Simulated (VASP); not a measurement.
# Ga (P6_3/mmc) in VASP: further runs

The runs below take Ga through relaxation of cell and atoms, single point, with PBE.

Program: VASP 6.6.1. These are calculated values, not measurements. Logs are shortened: lines on timing, memory, paths and dates and some standing lists are left out, and cuts for length are marked.

## 1. The cell of the first run

Symmetry: P6_3/mmc, No. 194, hexagonal system. Conventional cell: a = 3.273 Å, b = 3.273 Å, c = 8.914 Å, α = 90.00°, β = 90.00°, γ = 120.00°. Within 2.5 Å of Ga (site symmetry -6m2) lie 3 Ga at 1.89 Å. Within 2.5 Å of Ga (site symmetry -6m2) lie 3 Ga at 1.89 Å.

This isn't the form of Ga at room conditions, which is orthorhombic.

## 2. Relaxation of cell and atoms, PBE

Input file INCAR:

```
SYSTEM = Ga
  ALGO = Fast
  EDIFF = 1E-6
  EDIFFG = -0.04
  ENCUT = 600
  GGA = PE
  IBRION = 2
  ISIF = 3
  ISMEAR = 0
  LASPH = .True.
  LCHARG = .False.
  LREAL = .False.
  LWAVE = .False.
  NELM = 100
  NSW = 90
  PREC = Accurate
  SIGMA = 0.1
```

Input file KPOINTS:

```
k-points
0
Gamma
  6 6 2
  0 0 0
```

Input file POSCAR:

```
Ga
1.0
    3.2727731804      0.0000000000      0.0000000000
   -1.6363865902      2.8343047150      0.0000000000
    0.0000000000      0.0000000000      8.9136505320
Ga
4
Direct
    0.0000000000      0.0000000000      0.2500000000
    0.0000000000      0.0000000000      0.7500000000
    0.3333333333      0.6666666667      0.7500000000
    0.6666666667      0.3333333333      0.2500000000
```

Potentials or basis: VASP PAW PBE potentials, release 64 (Ga_d).

Run with:

```console
$ cat potpaw_PBE.64/Ga_d/POTCAR > POTCAR
$ mpirun -np 1 vasp_std > vasp.out
```

OUTCAR:

```text
SYSTEM = Ga
   EDIFF = 1E-6
   EDIFFG = -0.04
   ENCUT = 600
   GGA = PE
   IBRION = 2
   ISIF = 3
   ISMEAR = 0
   LASPH = .True.
   LREAL = .False.
   NELM = 100
   NSW = 90
   PREC = Accurate

 ion  position               nearest neighbor table
   1  0.000  0.000  0.250-   4 1.89   4 1.89   4 1.89
   2  0.000  0.000  0.750-   3 1.89   3 1.89   3 1.89
   3  0.333  0.667  0.750-   2 1.89   2 1.89   2 1.89
   4  0.667  0.333  0.250-   1 1.89   1 1.89   1 1.89

  LATTYP: Found a hexagonal cell.
 ALAT       =     3.2727731804
 C/A-ratio  =     2.7235772358

  Lattice vectors:

 A1 = (   3.2727731804,   0.0000000000,   0.0000000000)
 A2 = (  -1.6363865902,   2.8343047150,   0.0000000000)
 A3 = (   0.0000000000,   0.0000000000,   8.9136505320)

Analysis of symmetry for initial positions (statically):
=====================================================================
 Subroutine PRICEL returns:
 Original cell was already a primitive cell.

 Routine SETGRP: Setting up the symmetry group for a
 hexagonal supercell.

 Subroutine GETGRP returns: Found 24 space group operations
 (whereof 12 operations were pure point group operations)
 out of a pool of 24 trial point group operations.

The static configuration has the point symmetry D_3d.
 The point group associated with its full space group is D_6h.

Analysis of symmetry for dynamics (positions and initial velocities):
=====================================================================
 Subroutine PRICEL returns:
 Original cell was already a primitive cell.

 Routine SETGRP: Setting up the symmetry group for a
 hexagonal supercell.

 Subroutine GETGRP returns: Found 24 space group operations
 (whereof 12 operations were pure point group operations)
 out of a pool of 24 trial point group operations.

The dynamic configuration has the point symmetry D_3d.
 The point group associated with its full space group is D_6h.

 Subroutine INISYM returns: Found 24 space group operations
 (whereof 12 operations are pure point group operations),
 and found     1 'primitive' translations

----------------------------------------------------------------------------------------

                                     Primitive cell

  volume of cell :      82.6833

  direct lattice vectors                    reciprocal lattice vectors
     3.272773180  0.000000000  0.000000000     0.305551269  0.176410108  0.000000000
    -1.636386590  2.834304715  0.000000000     0.000000000  0.352820215  0.000000000
     0.000000000  0.000000000  8.913650532     0.000000000  0.000000000  0.112187481

  length of vectors
     3.272773180  3.272773180  8.913650532     0.352820215  0.352820215  0.112187481

  position of ions in fractional coordinates (direct lattice)
     0.000000000  0.000000000  0.250000000
     0.000000000  0.000000000  0.750000000
     0.333333333  0.666666667  0.750000000
     0.666666667  0.333333333  0.250000000

  ion indices of the primitive-cell ions
   primitive index   ion index
                 1           1
                 2           2
                 3           3
                 4           4

----------------------------------------------------------------------------------------

 KPOINTS: k-points

Automatic generation of k-mesh.
 Grid dimensions read from file:
 generate k-points for:    6    6    2

 Generating k-lattice:

  Cartesian coordinates                     Fractional coordinates (reciprocal lattice)
     0.050925212  0.029401685  0.000000000     0.166666667  0.000000000  0.000000000
     0.000000000  0.058803369  0.000000000     0.000000000  0.166666667  0.000000000
     0.000000000  0.000000000  0.056093741     0.000000000  0.000000000  0.500000000

  Length of vectors
     0.058803369  0.058803369  0.056093741

  Shift w.r.t. Gamma in fractional coordinates (k-lattice)
     0.000000000  0.000000000  0.000000000

 Subroutine IBZKPT returns following result:
 ===========================================

 Found     14 irreducible k-points:

 Following reciprocal coordinates:
            Coordinates               Weight
  0.000000  0.000000  0.000000      1.000000
  0.166667  0.000000  0.000000      6.000000
  0.333333  0.000000  0.000000      6.000000
  0.500000 -0.000000  0.000000      3.000000
  0.166667  0.166667  0.000000      6.000000
  0.333333  0.166667  0.000000     12.000000
  0.333333  0.333333  0.000000      2.000000
  0.000000  0.000000  0.500000      1.000000
  0.166667  0.000000  0.500000      6.000000
  0.333333  0.000000  0.500000      6.000000
  0.500000 -0.000000  0.500000      3.000000
  0.166667  0.166667  0.500000      6.000000
  0.333333  0.166667  0.500000     12.000000
  0.333333  0.333333  0.500000      2.000000
   k-points           NKPTS =     14   k-points in BZ     NKDIM =     14   number of bands    NBANDS=     31
   number of dos      NEDOS =    301   number of ions     NIONS =      4
   total plane-waves  NPLWV =  56448
   dimension x,y,z NGX =    28 NGY =   28 NGZ =   72
   dimension x,y,z NGXF=    56 NGYF=   56 NGZF=  144
   ions per type =               4
   NGX,Y,Z   is equivalent  to a cutoff of  14.22, 14.22, 13.43 a.u.
   NGXF,Y,Z  is equivalent  to a cutoff of  28.45, 28.45, 26.86 a.u.
 SYSTEM =  Ga
   PREC   = accura    normal or accurate (medium, high low for compatibility)
   ISTART =      0    job   : 0-new  1-cont  2-samecut
   ICHARG =      2    charge: 1-file 2-atom 10-const
   ISPIN  =      1    spin polarized calculation?
   LNONCOLLINEAR =      F non collinear calculations
   LSORBIT =      F    spin-orbit coupling
   LASPH  =      T    aspherical Exc in radial PAW
   ENCUT  =  600.0 eV  44.10 Ry    6.64 a.u.   6.54  6.54 17.80*2*pi/ulx,y,z
   NELM   =    100;   NELMIN=  2; NELMDL= -5     # of ELM steps
   EDIFF  = 0.1E-05   stopping-criterion for ELM
   LREAL  =      F    real-space projection
   EDIFFG = -.4E-01   stopping-criterion for IOM
   NSW    =     90    number of steps for IOM
   IBRION =      2    ionic relax: 0-MD 1-quasi-New 2-CG
   NFREE  =      1    steps in history (QN), initial steepest desc. (CG)
   ISIF   =      3    stress and relaxation
   ISYM   =      2    0-nonsym 1-usesym 2-fastsym
   POTIM  = 0.5000    time-step for ionic-motion
   TEBEG  =    0.0;   TEEND  =   0.0 temperature during run
   PSTRESS=    0.0 pullay stress
   NELECT =      52.0000    total number of electrons
   NUPDOWN=      -1.0000    fix difference up-down
   EMIN   =  10.00;   EMAX   =-10.00  energy-range for DOS
   EFERMI =   0.00;   METHOD = LEGACY
   ISMEAR =     0;   SIGMA  =   0.10  broadening in eV -4-tet -1-fermi 0-gaus
   EFERMI_NEDOS =   21; number of points for ismear=-14 and -15
   IALGO  =     68    algorithm
   IMIX   =      4    mixing-type and parameters
     AMIX     =   0.40;   BMIX     =  1.00
     AMIX_MAG =   1.60;   BMIX_MAG =  1.00
  volume/ion in A,a.u.               =      20.67       139.49
  Fermi-wavevector in a.u.,A,eV,Ry     =   1.402609  2.650547 26.766902  1.967312
  Thomas-Fermi vector in A             =   2.525354
   LORBIT       =      0    0 simple, 1 ext, 2 COOP (PROOUT), +10 PAW based schemes
   GGA     = PE    functional components
   LHFCALC =     F    Hartree Fock is set to
   AEXX    =    0.0000 exact exchange contribution
   IVDW    =     0    specifies the selected vdW correction
   LEPSILON=     F    determine dielectric tensor
   LRPA    =     F    only Hartree local field effects (RPA)
 conjugate gradient relaxation of ions
 non-spin polarized calculation
 RMM-DIIS sequential band-by-band and
 Gauss-broadening in eV      SIGMA  =   0.10
  energy-cutoff  :      600.00
  volume of cell :       82.68
 maximum number of plane-waves:      2807
 NGX is ok and might be reduce to    28
   NGX = 13   NGY = 13   NGZ = 35

--------------------------------------- Ionic step        1  -------------------------------------------

 number of electron      51.9999992 magnetization

 Free energy of the ion-electron system (eV)
  ---------------------------------------------------
  ext. energy  EPLUGINS =         0.00000000
  ---------------------------------------------------
  free energy    TOTEN  =         4.37412691 eV

  energy without entropy =        4.38333819  energy(sigma->0) =        4.37873255

 E-fermi :   4.0757     XC(G=0):  -9.6077

 val. band max:        4.0741528068   @ k =   0.5000  -0.0000   0.0000
 cond. band min:       4.1249810202   @ k =   0.5000  -0.0000   0.0000
 fundamental gap:      0.0508282134
 Fermi energy:         4.0756876577
[... 549 lines left out ...]
--------------------------------------- Ionic step        3  -------------------------------------------

 number of electron      52.0000013 magnetization

------------------------ aborting loop EDIFF was not reached (unconverged)  ----------------------------

  FORCE on cell =-STRESS in cart. coord.  units (eV):
  Direction    XX          YY          ZZ          XY          YZ          ZX
  --------------------------------------------------------------------------------------
  -------------------------------------------------------------------------------------
  Total      -73.7988803    -73.7988803    -85.7565638      0.0000000     -0.0000000     -0.0000000
  in kB     -738.5400993   -738.5400993   -858.2062618      0.0000000     -0.0000000     -0.0000000
  external PRESSURE =    -778.4288201 kB  Pullay stress =       0.0000000 kB
[... 505 lines left out ...]
     30      32.7072      0.00000
     31     201.4928      0.00000

[... ionic steps 4 to 29 ...]

--------------------------------------- Ionic step       30  -------------------------------------------

 number of electron      51.9999977 magnetization

------------------------ aborting loop because EDIFF is reached ----------------------------------------
[... 554 lines left out ...]
--------------------------------------- Ionic step       32  -------------------------------------------

 number of electron      51.9999972 magnetization

 Free energy of the ion-electron system (eV)
  ---------------------------------------------------
  ext. energy  EPLUGINS =         0.00000000
  ---------------------------------------------------
  free energy    TOTEN  =       -11.35410547 eV

  energy without entropy =      -11.34701589  energy(sigma->0) =      -11.35056068

 E-fermi :   4.0992     XC(G=0):  -9.9459

 val. band max:        4.0045656625   @ k =   0.1667   0.0000   0.5000
 cond. band min:       4.1654891512   @ k =   0.5000  -0.0000   0.5000
 fundamental gap:      0.1609234887
 Fermi energy:         4.0992457163
[... 505 lines left out ...]
  FREE ENERGIE OF THE ION-ELECTRON SYSTEM (eV)
  ---------------------------------------------------
  free  energy   TOTEN  =       -11.3541054686 eV

  energy  without entropy=      -11.3470158892  energy(sigma->0) =      -11.35056068

 reached required accuracy - stopping structural energy minimisation
```

Run time: 27 min. Hardware: 1 thread of Intel Xeon 6975P-C (Granite Rapids), shared host; peak memory 0.25 GiB.

Results:

- Free energy: -11.3541 eV
- Relaxed volume: 22.51 Å³/atom
- Relaxed cell: a = 4.486 Å, b = 4.486 Å, c = 5.166 Å, α = 90.00°, β = 90.00°, γ = 120.00°
- Space group after relaxing (to 0.1 Å): P6_3/mmc (No. 194)
- Pressure after relaxing: 0.1 GPa
- Band gap on the k mesh: zero (bands 26 and 27 overlap by 1.55 eV)

Final structure:
```xyz
4
Lattice="4.4861 0.0000 0.0000 -2.2431 3.8851 0.0000 0.0000 0.0000 5.1658" Properties=species:S:1:pos:R:3 pbc="T T T"
Ga    0.0000    0.0000    1.2915
Ga    0.0000    0.0000    3.8744
Ga    0.0000    2.5901    3.8744
Ga    2.2431    1.2950    1.2915
```

Levels at points of the mesh, in eV from the Fermi level:
```
           k point  band 23  band 24  band 25  band 26  band 27  band 28  band 29  band 30
(0.00, 0.00, 0.00)    -3.54    -1.21    -0.59    -0.59     0.80     0.80     1.49     4.70
(0.50, 0.00, 0.00)    -4.20    -3.16    -2.38    -1.92     0.27     0.88     1.39     3.38
(0.00, 0.00, 0.50)    -0.50    -0.50     0.41     0.41     0.41     0.41     2.07     2.07
(0.50, 0.00, 0.50)    -5.70    -5.70    -1.01    -1.01     0.07     0.07     4.15     4.15
```

Caveat: the k points lie up to 0.61 Å⁻¹ apart in the final cell, too coarse for converged energies and pressures of a metal; a cell axis changed by over 15 % at a fixed basis, so the end point is rough.

## 3. Single point, PBE

This run uses another cell than the first one, of 20.52 Å³/atom.

Input file INCAR:

```
ALGO     = Normal         # electronic algorithm
EDIFF    = 1E-7           # SCF threshold, eV
ENCUT    = 520            # plane-wave cutoff, eV
GGA      = PE             # functional
ISIF     = 2              # what is computed and relaxed
ISMEAR   = 0              # smearing method
LASPH    = True           # aspherical terms in the spheres
LCHARG   = False          # write CHGCAR
LREAL    = False          # projectors in reciprocal space
LWAVE    = False          # write WAVECAR
NBANDS   = 34             # bands
NELM     = 80             # most SCF steps
PREC     = Accurate       # precision mode
SIGMA    = 0.1            # smearing width, eV
```

Input file KPOINTS:

```
k-points
0
Gamma
  6 6 2
```

Input file POSCAR:

```
Ga
1.0
    3.0857560482      0.0000000000      0.0000000000
   -1.5428780241      2.6723431276      0.0000000000
    0.0000000000      0.0000000000      9.9521722999
Ga
4
Direct
    0.0000000000      0.0000000000      0.0000000000
    0.0000000000      0.0000000000      0.5000000000
    0.3333333333      0.6666666667      0.7500000000
    0.6666666667      0.3333333333      0.2500000000
```

Potentials or basis: VASP PAW PBE potentials, release 64 (Ga_d).

Run with:

```console
$ cat potpaw_PBE.64/Ga_d/POTCAR > POTCAR
$ mpirun -np 1 vasp_std > vasp.out
```

Run time: 25 s. Hardware: 1 thread of AMD EPYC 9R45 (Zen 5), shared host; peak memory 0.17 GiB.

The run converged. Its results:

| Quantity | Value |
| --- | --- |
| Free energy | -11.5742 eV |
| Pressure | -3.7 GPa |
| Band gap on the k mesh | zero (bands 26 and 27 overlap by 5.30 eV) |

Stress tensor (GPa, compression positive):
```
-4.62  0.00  0.00
 0.00 -4.62  0.00
 0.00  0.00 -1.73
```

Levels at points of the mesh, in eV from the Fermi level:
```csv
k point,band 23,band 24,band 25,band 26,band 27,band 28,band 29,band 30
"(0.00, 0.00, 0.00)",-8.91,-4.78,-3.56,3.54,3.55,8.87,8.87,9.68
"(0.50, 0.00, 0.00)",-4.07,-3.46,-3.26,-2.99,0.31,0.53,1.52,2.43
"(0.00, 0.00, 0.50)",-6.98,-6.98,-0.61,-0.61,8.22,8.22,9.13,9.13
"(0.50, 0.00, 0.50)",-4.34,-4.34,-1.76,-1.76,-1.32,-1.32,3.94,3.94
```

Caveat: the k points lie up to 0.39 Å⁻¹ apart, too coarse for converged energies and pressures of a metal.

[end of part 1 of 2]
